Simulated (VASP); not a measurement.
TiO2, 3 atoms in the cell. Symmetry: Fm-3m, No. 225, cubic system. The conventional cell has a = 4.794 Å, b = 4.794 Å, c = 4.794 Å, α = 90.00°, β = 90.00°, γ = 90.00°. Ti (site symmetry m-3m) has 8 O at 2.08 Å within 2.7 Å. Within 2.7 Å of O (site symmetry -43m) lie 4 Ti at 2.08 Å and 6 O at 2.40 Å. 

| Property | Result |
| --- | --- |
| Program | VASP 6.6.1 |
| Task | single point |
| Functional | PBE |
| Potentials or basis | VASP PAW PBE potentials, release 64 (Ti_sv, O) |
| Cutoff | 520 eV |
| k mesh | 10 × 10 × 10 |
| Occupations | fermi-dirac, width 0.02 eV |
| Spin | no spin polarisation |
| Dipole correction | no |
| Further INCAR settings | ALGO = Normal; EDIFF = 1e-06; NBANDS = 19 |

Potentials or basis: VASP PAW PBE potentials, release 64 (Ti_sv, O).

Command:

```bash
$ cat potpaw_PBE.64/Ti_sv/POTCAR potpaw_PBE.64/O/POTCAR > POTCAR
$ mpirun -np 1 vasp_std > vasp.out
```

Hardware: 1 thread of Intel(R) Xeon(R) Platinum 8259CL CPU @ 2.50GHz (Skylake/Cascade Lake), with other jobs on the host.

How long does it take, and how much memory?

It took 32 s on 1 thread of Intel(R) Xeon(R) Platinum 8259CL CPU @ 2.50GHz (Skylake/Cascade Lake) (shared host), peak memory 0.17 GiB. Counts: scf iterations 18, k points 47.
